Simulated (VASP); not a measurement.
Set up this calculation in VASP 6.6.1, as the native input.

```
Task                   : relaxation of cell and atoms
Functional             : PBE
Potentials or basis    : VASP PAW PBE potentials, release 64 (Eu)
Cutoff                 : 600 eV
k mesh                 : 14 × 14 × 14
Occupations            : fermi-dirac, width 0.08 eV
Spin                   : collinear spin, ferromagnetic start
Starting moments       : [7.0] μB
Target pressure        : 17 GPa
Dipole correction      : no
Further INCAR settings : ALGO = Normal; EDIFF = 1e-07; IBRION = 2; EDIFFG = -0.005; NSW = 60; ISIF = 3
```

The structure of Eu lies in POSCAR:

```
Eu
1.0
    0.0000000000      2.3275708329      2.3275708329
    2.3275708329      0.0000000000      2.3275708329
    2.3275708329      2.3275708329      0.0000000000
Eu
1
Direct
    0.0000000000      0.0000000000      0.0000000000
```

This isn't the form of Eu at room conditions, which is bcc.

These files were run (other wordings do the same):

INCAR

```
PREC     = Accurate       # precision mode
ENCUT    = 600            # plane-wave cutoff, eV
EDIFF    = 1E-7           # SCF threshold, eV
ISMEAR   = -1             # smearing method
SIGMA    = 0.08           # smearing width, eV
LREAL    = F              # projectors in reciprocal space
LASPH    = T              # aspherical terms in the spheres
NELM     = 150            # most SCF steps
ALGO     = Normal         # electronic algorithm
ISIF     = 3              # what is computed and relaxed
LWAVE    = F              # write WAVECAR
LCHARG   = F              # write CHGCAR
ISPIN    = 2              # spin polarisation
MAGMOM   = 7              # initial moments
LORBIT   = 11             # projections on sites
LMAXMIX  = 6              # l up to which the mixer works
GGA      = PE             # functional
IBRION   = 2              # ionic algorithm
NSW      = 60             # ionic steps
EDIFFG   = -0.005         # ionic threshold
PSTRESS  = 170.0
```

KPOINTS

```
Automatic mesh
0
Gamma
  14 14 14
```

Potentials or basis: VASP PAW PBE potentials, release 64 (Eu).

The run is started by

```sh
$ cat potpaw_PBE.64/Eu/POTCAR > POTCAR
$ mpirun -np 1 vasp_std > vasp.out
```

Results of the run:

```
Relaxed volume                                             : 25.15 Å³/atom
Relaxed cell                                               : a = 3.289 Å, b = 3.289 Å, c = 3.289 Å, α = 60.00°, β = 60.00°, γ = 60.00°
Space group after relaxing (to 0.1 Å)                      : Fm-3m (No. 225)
Energy change on relaxing (the run minimises the enthalpy) : +7.6 meV/atom
Ionic steps                                                : 3
Pressure after relaxing                                    : 17.0 GPa
Net moment                                                 : 7.23 μB per cell
Site moments                                               : Eu +6.67 μB
Valence electrons inside the program's atomic spheres      : Eu 14.95
```

Caveat: the cell is relaxed towards a set pressure, so the run minimises the enthalpy, not the energy; semilocal functionals describe open f shells poorly, which spoils levels, moments and volumes.

It took 3.1 min on 1 thread of Intel(R) Xeon(R) 6975P-C (Granite Rapids), with other jobs on the host, peak memory 0.26 GiB.
